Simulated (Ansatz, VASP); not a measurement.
# Two plane-wave programs on GeSb4Te4

Contents of INCAR:

```
ALGO = Normal ; EDIFF = 1E-6
ENCUT = 520 ; GGA = PE
ISIF = 2 ; ISMEAR = 0
LASPH = True ; LCHARG = True
LELF = True ; LREAL = False
LVHAR = True ; LWAVE = False
NBANDS = 39 ; NELM = 60
PREC = Accurate ; SIGMA = 0.05
```

The input KPOINTS:

```
k-points
0
Gamma
  9 9 2
```

Contents of POSCAR:

```
GeSb4Te4
1.0
    4.3342494749      0.0000000000      0.0000000000
   -2.1671247374      3.7535701516      0.0000000000
    0.0000000000      0.0000000000     17.3673160000
Ge Sb Te
1 4 4
Direct
    0.0000000000      0.0000000000      0.0000000000
    0.3333333300      0.6666666700      0.5445200000
    0.6666666700      0.3333333300      0.4554800000
    0.6666666700      0.3333333300      0.7857900000
    0.3333333300      0.6666666700      0.2142100000
    0.3333333300      0.6666666700      0.9018000000
    0.6666666700      0.3333333300      0.0982000000
    0.0000000000      0.0000000000      0.6872210000
    0.0000000000      0.0000000000      0.3127790000
```

Input for Ansatz:

```yaml
crystal:
  lattice:
    - [4.3342494749, 0.0, 0.0]
    - [-2.1671247374, 3.7535701516, 0.0]
    - [0.0, 0.0, 17.367316]
  atoms:
    - { symbol: Ge, position: [0.0, 0.0, 0.0] }
    - { symbol: Sb, position: [0.33333333, 0.66666667, 0.54452] }
    - { symbol: Sb, position: [0.66666667, 0.33333333, 0.45548] }
    - { symbol: Sb, position: [0.66666667, 0.33333333, 0.78579] }
    - { symbol: Sb, position: [0.33333333, 0.66666667, 0.21421] }
    - { symbol: Te, position: [0.33333333, 0.66666667, 0.9018] }
    - { symbol: Te, position: [0.66666667, 0.33333333, 0.0982] }
    - { symbol: Te, position: [0.0, 0.0, 0.687221] }
    - { symbol: Te, position: [0.0, 0.0, 0.312779] }
basis:
  ecutwfc: 500
  fft_grid_basis: typed
kpoints:
  mp_grid: { grid: [9, 9, 2] }
hamiltonian:
  xc: pbe
  pseudopotentials: { kind: paw }
scf:
  occupations: { method: gaussian, width: 0.05 }
  n_extra_bands: 9
output:
  forces: true
  stress: false
  eigenvalues: true
  bader: false
  write_density: false
  volumetric_format: npy
  band_densities:
    - { e_range: [-0.25, 0.25] }
    - { e_range: [-1.2, 0.0] }
    - { e_range: [0.0, 1.2] }
    - { e_range: [-5.66, -3.76] }
    - { e_range: [-3.76, -1.88] }
    - { e_range: [-13.23, -6.09] }
    - { e_range: [-25.17, -25.11] }
  dos:
    e_range: [-30, 8]
    de: 0.02
    method: { smearing: { sigma: 0.03, scheme: gaussian } }
    projected: { site_lists: { Ge: [Ge], Sb: [Sb], Te: [Te] } }
checkpoint:
  read: start.run
  write: ck
  compress: false
  write_wavefunctions: false
  write_every: 100000
```

Alike in both runs: task single point; functional PBE; k mesh 9 × 9 × 2; occupations gaussian, width 0.05 eV; no spin polarisation.

|  | VASP | Ansatz |
| --- | --- | --- |
| version | VASP 6.6.1 | Ansatz 0.2.0 |
| potentials or method | VASP PAW PBE potentials, release 64 (Ge_d, Sb, Te), cutoff 520 eV | scalar-relativistic, plane waves, PAW |
| valence electrons in the cell | 58 | 138 |

|  | VASP | Ansatz | Ansatz less VASP |
| --- | --- | --- | --- |
| gap on the k mesh at the Fermi level (eV) | 0.10 | 0.10 | -0.005 |
| rms of the force components (eV/Å) | 0.031 | 0.028 | -0.0025 |

Atom by atom the forces differ by 0.016 eV/Å (rms over components). VASP's potentials hold 58 valence electrons a cell and Ansatz's 138, so a difference there can come from the potentials and not from the codes.

Neither program's run includes spin-orbit coupling.
